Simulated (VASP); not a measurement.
A run of VASP 6.6.1 is set up as follows.

The input INCAR:

```
SYSTEM = TePt
ALGO = Normal ; EDIFF = 1E-6
ENCUT = 520 ; ISIF = 2
ISMEAR = 0 ; LASPH = .True.
LCHARG = .True. ; LELF = .True.
LREAL = .False. ; LVHAR = .True.
LWAVE = .False. ; NBANDS = 24
NELM = 60 ; PREC = Accurate
SIGMA = 0.15
```

The input KPOINTS:

```
k-points
0
Gamma
  12 12 12
  0 0 0
```

File POSCAR:

```
TePt
1.0
    1.8691000000      1.0791253881      6.2338333333
   -1.8691000000      1.0791253881      6.2338333333
    0.0000000000     -2.1582507763      6.2338333333
Te Pt
2 2
Direct
    0.5989427129      0.5989427129      0.5989427129
    0.4010572871      0.4010572871      0.4010572871
    0.8699224754      0.8699224754      0.8699224754
    0.1300775246      0.1300775246      0.1300775246
```

Potentials or basis: VASP PAW LDA potentials, release 64 (Te, Pt).

The run is started by

```bash
$ cat potpaw_LDA.64/Te/POTCAR potpaw_LDA.64/Pt/POTCAR > POTCAR
$ mpirun -np 1 vasp_std > vasp.out
```

(1) Estimate the pressure.

(2) Predict the band gap on the k mesh.

(3) What does it give for the largest force?

Results:

(1) 32.7 GPa.

(2) zero (bands 16 and 17 overlap by 3.32 eV).

(3) 2.533 eV/Å.

Caveat: the cell stands under pressure; spin-orbit coupling is left out, which moves the levels of the heavy elements; forces of over 1 eV/Å act on the atoms, so gaps and moduli don't describe the material at rest.
